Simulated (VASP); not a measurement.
# GeSbTe3 (R3m) in VASP: single point with PBEsol

Aim: the single point of GeSbTe3 with PBEsol.

Program: VASP 6.6.1. These are calculated values, not measurements. Logs are shortened: lines on timing, memory, paths and dates and some standing lists are left out, and cuts for length are marked.

### Step 1. The cell of the first run

Symmetry: R3m, No. 160, trigonal system. Conventional cell: a = 4.081 Å, b = 4.081 Å, c = 30.008 Å, α = 90.00°, β = 90.00°, γ = 120.00°. Ge (site symmetry 3m) has 6 Te at 2.80 to 3.06 Å within 3.7 Å. Within 3.9 Å of Sb (site symmetry 3m) lie 6 Te at 2.99 to 3.07 Å. Te (site symmetry 3m) has 3 Ge at 3.06 Å and 3 Sb at 3.07 Å within 4.0 Å. Within 3.9 Å of Te (site symmetry 3m) lie 3 Sb at 2.99 Å and 3 Te at 3.61 Å. Within 3.7 Å of Te (site symmetry 3m) lie 3 Ge at 2.80 Å and 3 Te at 3.61 Å.

### Step 2. Single point, PBEsol

File INCAR:

```
PREC = Accurate
ENCUT = 520
EDIFF = 1E-6
ISMEAR = 0
SIGMA = 0.1
LREAL = F
LASPH = T
NELM = 100
ALGO = Normal
ISIF = 2
LWAVE = F
LCHARG = F
GGA = PS
NBANDS = 26
```

File KPOINTS:

```
regular mesh
0
Gamma
  12 12 12
```

File POSCAR:

```
GeSbTe3
1.0
    2.0403514832      1.1779974781     10.0025997697
   -2.0403514832      1.1779974781     10.0025997697
    0.0000000000     -2.3559949561     10.0025997697
Ge Sb Te
1 1 3
Direct
    0.5993124158      0.5993124158      0.5993124158
    0.3966449083      0.3966449083      0.3966449083
    0.9976385793      0.9976385793      0.9976385793
    0.7910652985      0.7910652985      0.7910652985
    0.2153397981      0.2153397981      0.2153397981
```

Potentials or basis: VASP PAW PBE potentials, release 64 (Ge_d, Sb, Te).

Started as:

```console
$ cat potpaw_PBE.64/Ge_d/POTCAR potpaw_PBE.64/Sb/POTCAR potpaw_PBE.64/Te/POTCAR > POTCAR
$ mpirun -np 1 vasp_std > vasp.out
```

OUTCAR:

```text
PREC = Accurate
   ENCUT = 520
   EDIFF = 1E-6
   ISMEAR = 0
   LREAL = F
   LASPH = T
   NELM = 100
   ISIF = 2
   GGA = PS

 ion  position               nearest neighbor table
   1  0.599  0.599  0.599-   5 2.80   5 2.80   5 2.80   3 3.06   3 3.06   3 3.06
   2  0.397  0.397  0.397-   4 2.99   4 2.99   4 2.99   3 3.07   3 3.07   3 3.07
   3  0.998  0.998  0.998-   1 3.06   1 3.06   1 3.06   2 3.07   2 3.07   2 3.07
   4  0.791  0.791  0.791-   2 2.99   2 2.99   2 2.99   5 3.61   5 3.61   5 3.61
   5  0.215  0.215  0.215-   1 2.80   1 2.80   1 2.80   4 3.61   4 3.61   4 3.61

  LATTYP: Found a trigonal (rhomboedric) cell.
 ALAT       =    10.2763181338
 COS(alpha) =     0.9211566824

  Lattice vectors:

 A1 = (   2.0403514832,   1.1779974781,  10.0025997697)
 A2 = (  -2.0403514832,   1.1779974781,  10.0025997697)
 A3 = (   0.0000000000,  -2.3559949561,  10.0025997697)

Analysis of symmetry for initial positions (statically):
=====================================================================
 Subroutine PRICEL returns:
 Original cell was already a primitive cell.

 Routine SETGRP: Setting up the symmetry group for a
 trigonal (rhombohedral) supercell.

 Subroutine GETGRP returns: Found  6 space group operations
 (whereof  6 operations were pure point group operations)
 out of a pool of 12 trial point group operations.

The static configuration has the point symmetry C_3v.

Analysis of symmetry for dynamics (positions and initial velocities):
=====================================================================
 Subroutine PRICEL returns:
 Original cell was already a primitive cell.

 Routine SETGRP: Setting up the symmetry group for a
 trigonal (rhombohedral) supercell.

 Subroutine GETGRP returns: Found  6 space group operations
 (whereof  6 operations were pure point group operations)
 out of a pool of 12 trial point group operations.

The dynamic configuration has the point symmetry C_3v.

 Subroutine INISYM returns: Found  6 space group operations
 (whereof  6 operations are pure point group operations),
 and found     1 'primitive' translations

----------------------------------------------------------------------------------------

                                     Primitive cell

  volume of cell :     144.2492

  direct lattice vectors                    reciprocal lattice vectors
     2.040351483  1.177997478 10.002599770     0.245055817  0.141483042  0.033324670
    -2.040351483  1.177997478 10.002599770    -0.245055817  0.141483042  0.033324670
     0.000000000 -2.355994956 10.002599770     0.000000000 -0.282966084  0.033324670

  length of vectors
    10.276318134 10.276318134 10.276318134     0.284921635  0.284921635  0.284921635

  position of ions in fractional coordinates (direct lattice)
     0.599312416  0.599312416  0.599312416
     0.396644908  0.396644908  0.396644908
     0.997638579  0.997638579  0.997638579
     0.791065299  0.791065299  0.791065299
     0.215339798  0.215339798  0.215339798

  ion indices of the primitive-cell ions
   primitive index   ion index
                 1           1
                 2           2
                 3           3
                 4           4
                 5           5

----------------------------------------------------------------------------------------

 KPOINTS: regular mesh

Automatic generation of k-mesh.
 Grid dimensions read from file:
 generate k-points for:   12   12   12

 Generating k-lattice:

  Cartesian coordinates                     Fractional coordinates (reciprocal lattice)
     0.020421318  0.011790254  0.002777056     0.083333333  0.000000000  0.000000000
    -0.020421318  0.011790254  0.002777056     0.000000000  0.083333333  0.000000000
     0.000000000 -0.023580507  0.002777056     0.000000000  0.000000000  0.083333333

  Length of vectors
     0.023743470  0.023743470  0.023743470

  Shift w.r.t. Gamma in fractional coordinates (k-lattice)
     0.000000000  0.000000000  0.000000000

 Subroutine IBZKPT returns following result:
 ===========================================

 Found    189 irreducible k-points:

 Following reciprocal coordinates:
            Coordinates               Weight
  0.000000  0.000000  0.000000      1.000000
  0.083333  0.000000  0.000000      6.000000
  0.166667  0.000000  0.000000      6.000000
  0.250000 -0.000000  0.000000      6.000000
  0.333333  0.000000  0.000000      6.000000
  0.416667  0.000000  0.000000      6.000000
[... 16 lines left out ...]
  0.500000  0.166667  0.000000     12.000000
 -0.416667  0.166667 -0.000000     12.000000
 [... further k-points ...]
   k-points           NKPTS =    189   k-points in BZ     NKDIM =    189   number of bands    NBANDS=     26
   number of dos      NEDOS =    301   number of ions     NIONS =      5
   total plane-waves  NPLWV = 512000
   dimension x,y,z NGX =    80 NGY =   80 NGZ =   80
   dimension x,y,z NGXF=   160 NGYF=  160 NGZF=  160
   ions per type =               1   1   3
   NGX,Y,Z   is equivalent  to a cutoff of  12.94, 12.94, 12.94 a.u.
   NGXF,Y,Z  is equivalent  to a cutoff of  25.88, 25.88, 25.88 a.u.
 SYSTEM =  unknown system
   PREC   = accura    normal or accurate (medium, high low for compatibility)
   ISTART =      0    job   : 0-new  1-cont  2-samecut
   ICHARG =      2    charge: 1-file 2-atom 10-const
   ISPIN  =      1    spin polarized calculation?
   LNONCOLLINEAR =      F non collinear calculations
   LSORBIT =      F    spin-orbit coupling
   LASPH  =      T    aspherical Exc in radial PAW
   ENCUT  =  520.0 eV  38.22 Ry    6.18 a.u.  19.11 19.11 19.11*2*pi/ulx,y,z
   NELM   =    100;   NELMIN=  2; NELMDL= -5     # of ELM steps
   EDIFF  = 0.1E-05   stopping-criterion for ELM
   LREAL  =      F    real-space projection
   EDIFFG = 0.1E-04   stopping-criterion for IOM
   NSW    =      0    number of steps for IOM
   IBRION =     -1    ionic relax: 0-MD 1-quasi-New 2-CG
   NFREE  =      0    steps in history (QN), initial steepest desc. (CG)
   ISIF   =      2    stress and relaxation
   ISYM   =      2    0-nonsym 1-usesym 2-fastsym
   POTIM  = 0.5000    time-step for ionic-motion
   TEBEG  =    0.0;   TEEND  =   0.0 temperature during run
   PSTRESS=    0.0 pullay stress
   NELECT =      37.0000    total number of electrons
   NUPDOWN=      -1.0000    fix difference up-down
   EMIN   =  10.00;   EMAX   =-10.00  energy-range for DOS
   EFERMI =   0.00;   METHOD = LEGACY
   ISMEAR =     0;   SIGMA  =   0.10  broadening in eV -4-tet -1-fermi 0-gaus
   EFERMI_NEDOS =   21; number of points for ismear=-14 and -15
   IALGO  =     38    algorithm
   IMIX   =      4    mixing-type and parameters
     AMIX     =   0.40;   BMIX     =  1.00
     AMIX_MAG =   1.60;   BMIX_MAG =  1.00
  volume/ion in A,a.u.               =      28.85       194.69
  Fermi-wavevector in a.u.,A,eV,Ry     =   1.040170  1.965636 14.720867  1.081953
  Thomas-Fermi vector in A             =   2.174733
   LORBIT       =      0    0 simple, 1 ext, 2 COOP (PROOUT), +10 PAW based schemes
   GGA     = PS    functional components
   LHFCALC =     F    Hartree Fock is set to
   AEXX    =    0.0000 exact exchange contribution
   IVDW    =     0    specifies the selected vdW correction
   LEPSILON=     F    determine dielectric tensor
   LRPA    =     F    only Hartree local field effects (RPA)
 non-spin polarized calculation
 Gauss-broadening in eV      SIGMA  =   0.10
  energy-cutoff  :      520.00
  volume of cell :      144.25
 maximum number of plane-waves:      3914
 NGX is ok and might be reduce to    80
   NGX = 39   NGY = 39   NGZ = 39

 number of electron      37.0000003 magnetization

 Free energy of the ion-electron system (eV)
  ---------------------------------------------------
  ext. energy  EPLUGINS =         0.00000000
  ---------------------------------------------------
  free energy    TOTEN  =       -20.46277403 eV

  energy without entropy =      -20.45232222  energy(sigma->0) =      -20.45754813

 E-fermi :   6.3830     XC(G=0):  -9.8163

 val. band max:        6.3800034735   @ k =  -0.4167   0.1667   0.1667
 cond. band min:       6.3932898352   @ k =   0.5000   0.4167   0.3333
 fundamental gap:      0.0132863618
 Fermi energy:         6.3830397317

 k-point     1 :       0.0000    0.0000    0.0000
  band No.  band energies     occupation
      1     -18.1192      2.00000
      2     -18.1192      2.00000
      3     -18.1147      2.00000
      4     -18.1061      2.00000
      5     -18.1061      2.00000
      6      -6.8488      2.00000
[... 18 lines left out ...]
     25       9.3064      0.00000
     26      11.1468      0.00000

 k-point     2 :       0.0833    0.0000    0.0000
  band No.  band energies     occupation
      1     -18.1195      2.00000
      2     -18.1192      2.00000
      3     -18.1146      2.00000
      4     -18.1061      2.00000
      5     -18.1058      2.00000
      6      -6.7771      2.00000
[... 18 lines left out ...]
     25       9.5909      0.00000
     26      11.2015      0.00000

 k-point     3 :       0.1667    0.0000    0.0000
  band No.  band energies     occupation
      1     -18.1204      2.00000
      2     -18.1191      2.00000
      3     -18.1141      2.00000
      4     -18.1062      2.00000
      5     -18.1052      2.00000
      6      -6.5643      2.00000
[... 18 lines left out ...]
     25      10.3969      0.00000
     26      10.8099      0.00000

 k-point     4 :       0.2500   -0.0000    0.0000
  band No.  band energies     occupation
      1     -18.1216      2.00000
      2     -18.1190      2.00000
      3     -18.1135      2.00000
      4     -18.1062      2.00000
      5     -18.1043      2.00000
      6      -6.2182      2.00000
[... 18 lines left out ...]
     25      10.4618      0.00000
     26      11.3579      0.00000

 k-point     5 :       0.3333    0.0000    0.0000
  band No.  band energies     occupation
      1     -18.1228      2.00000
      2     -18.1190      2.00000
      3     -18.1130      2.00000
      4     -18.1062      2.00000
      5     -18.1033      2.00000
      6      -5.7571      2.00000
[... 18 lines left out ...]
     25      10.4903      0.00000
     26      11.4282      0.00000

 k-point     6 :       0.4167    0.0000    0.0000
  band No.  band energies     occupation
      1     -18.1237      2.00000
      2     -18.1190      2.00000
      3     -18.1127      2.00000
      4     -18.1062      2.00000
      5     -18.1025      2.00000
      6      -5.2256      2.00000
[... 427 lines left out ...]
 k-point    21 :       0.3333    0.1667    0.0000
  band No.  band energies     occupation
      1     -18.1219      2.00000
      2     -18.1193      2.00000
      3     -18.1132      2.00000
      4     -18.1061      2.00000
      5     -18.1040      2.00000
      6      -6.0005      2.00000
[... 18 lines left out ...]
     25      10.9163      0.00000
     26      11.1234      0.00000

 k-point    22 :       0.4167    0.1667    0.0000
  band No.  band energies     occupation
      1     -18.1226      2.00000
      2     -18.1195      2.00000
      3     -18.1127      2.00000
      4     -18.1060      2.00000
      5     -18.1034      2.00000
      6      -5.5489      2.00000
[... 18 lines left out ...]
     25      10.7998      0.00000
     26      11.6111      0.00000

 k-point    23 :       0.5000    0.1667    0.0000
  band No.  band energies     occupation
      1     -18.1232      2.00000
      2     -18.1197      2.00000
      3     -18.1124      2.00000
      4     -18.1057      2.00000
      5     -18.1030      2.00000
      6      -5.0378      2.00000
[... 18 lines left out ...]
     25      10.6872      0.00000
     26      11.2941      0.00000

 k-point    24 :      -0.4167    0.1667   -0.0000
  band No.  band energies     occupation
      1     -18.1234      2.00000
      2     -18.1197      2.00000
      3     -18.1122      2.00000
      4     -18.1056      2.00000
      5     -18.1029      2.00000
      6      -4.6867      2.00000
[... 18 lines left out ...]
     25      10.6151      0.00000
     26      10.9668      0.00000

 [... further k-points ...]
[... 5 lines left out ...]
  --------------------------------------------------------------------------------------
  -------------------------------------------------------------------------------------
  Total        0.0557163      0.0557163      0.0993389      0.0000000      0.0000000     -0.0000000
  in kB        0.6188418      0.6188418      1.1033583      0.0000000      0.0000000     -0.0000000
  external PRESSURE =       0.7803473 kB  Pullay stress =       0.0000000 kB

 VOLUME and BASIS-vectors are now :
 -----------------------------------------------------------------------------
  energy-cutoff  :      520.00
  volume of cell :      144.25
      direct lattice vectors                 reciprocal lattice vectors
     2.040351483  1.177997478 10.002599770     0.245055817  0.141483042  0.033324670
    -2.040351483  1.177997478 10.002599770    -0.245055817  0.141483042  0.033324670
     0.000000000 -2.355994956 10.002599770     0.000000000 -0.282966084  0.033324670

 POSITION                                       TOTAL-FORCE (eV/Angst)
 -----------------------------------------------------------------------------------
      0.00000      0.00000     17.98405         0.000000      0.000000      0.016625
      0.00000      0.00000     11.90244         0.000000     -0.000000     -0.020252
      0.00000      0.00000     29.93694         0.000000     -0.000000     -0.005876
      0.00000      0.00000     23.73813         0.000000      0.000000      0.031296
      0.00000      0.00000      6.46187         0.000000     -0.000000     -0.021794
 -----------------------------------------------------------------------------------
    total drift:                                0.000000     -0.000000     -0.000228

  FREE ENERGIE OF THE ION-ELECTRON SYSTEM (eV)
  ---------------------------------------------------
  free  energy   TOTEN  =       -20.4627740288 eV

  energy  without entropy=      -20.4523222212  energy(sigma->0) =      -20.45754813
```

Wall time 36 min (1 thread of Intel Xeon 6975P-C (Granite Rapids), shared host); peak memory 1.4 GiB.

Results:

| Quantity | Value |
| --- | --- |
| Free energy | -20.4628 eV |
| Pressure | 0.1 GPa |
| Largest force | 0.031 eV/Å |

Forces on the atoms (eV/Å):
```
Ge   0.000  0.000  0.017
Sb   0.000  0.000 -0.020
Te   0.000  0.000 -0.006
Te   0.000  0.000  0.031
Te   0.000  0.000 -0.022
```

Levels at points of the mesh, in eV from the Fermi level:
| k point | band 15 | band 16 | band 17 | band 18 | band 19 | band 20 | band 21 | band 22 | band 23 | band 24 |
| --- | --- | --- | --- | --- | --- | --- | --- | --- | --- | --- |
| (0.00, 0.00, 0.00) | -1.10 | -1.10 | -0.46 | -0.46 | 0.92 | 1.27 | 1.27 | 1.42 | 2.90 | 2.92 |
| (0.50, 0.00, 0.00) | -2.90 | -2.62 | -2.39 | -0.71 | 0.08 | 1.20 | 1.60 | 2.91 | 3.13 | 3.27 |
| (0.50, 0.50, 0.00) | -2.14 | -1.61 | -1.43 | -1.28 | -0.74 | 1.02 | 1.86 | 2.43 | 3.22 | 3.71 |
| (0.50, 0.50, 0.50) | -0.93 | -0.67 | -0.67 | -0.25 | 0.46 | 1.60 | 1.60 | 1.70 | 2.55 | 2.55 |

Caveat: the PAW data sets were made with another functional, which shifts forces and pressure a little; spin-orbit coupling is left out, which moves the levels of the heavy elements.
